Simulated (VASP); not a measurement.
A run of VASP 6.6.1:

The input POSCAR:

```
AlN
1.0
    0.0000000000      2.1839935596      2.1839935596
    2.1839935596      0.0000000000      2.1839935596
    2.1839935596      2.1839935596      0.0000000000
Al N
1 1
Direct
   -0.1030222818     -0.1030222818     -0.0426732264
    0.7500000000      0.7500000000      0.7500000000
```

File INCAR.step1:

```
PREC     = Accurate       # precision mode
ENCUT    = 520            # plane-wave cutoff, eV
ISMEAR   = 0              # smearing method
SIGMA    = 0.05           # smearing width, eV
LREAL    = False          # projectors in reciprocal space
LASPH    = True           # aspherical terms in the spheres
NELM     = 80             # most SCF steps
NBANDS   = 11             # bands
GGA      = PE             # functional
ALGO     = Normal         # electronic algorithm
EDIFF    = 1E-4           # SCF threshold, eV
LWAVE    = True           # write WAVECAR
LCHARG   = False          # write CHGCAR
```

The input INCAR.step2:

```
PREC     = Accurate       # precision mode
ENCUT    = 520            # plane-wave cutoff, eV
EDIFF    = 1E-6           # SCF threshold, eV
ISMEAR   = 0              # smearing method
SIGMA    = 0.05           # smearing width, eV
LREAL    = False          # projectors in reciprocal space
LASPH    = True           # aspherical terms in the spheres
NELM     = 80             # most SCF steps
ALGO     = Normal         # electronic algorithm
ISIF     = 2              # what is computed and relaxed
LWAVE    = False          # write WAVECAR
LCHARG   = False          # write CHGCAR
METAGGA  = R2SCAN         # meta-GGA
LMIXTAU  = True         
NBANDS   = 11             # bands
ISTART   = 1
```

The input KPOINTS:

```
regular mesh
0
Gamma
  10 10 10
```

Potentials or basis: VASP PAW PBE potentials, release 64 (Al, N).

The run is started by

```bash
$ cat potpaw_PBE.64/Al/POTCAR potpaw_PBE.64/N/POTCAR > POTCAR
$ cp INCAR.step1 INCAR
$ mpirun -np 1 vasp_std > vasp.out
$ cp INCAR.step2 INCAR
$ mpirun -np 1 vasp_std > vasp.out
```

Hardware: 1 thread of AMD EPYC 7R13, on a shared host.

Problem. How long does it take, and how much memory?

Solution. Wall time 7.7 min on 1 thread of AMD EPYC 7R13, on a shared host, peak memory 0.15 GiB. Counts: k points 282.
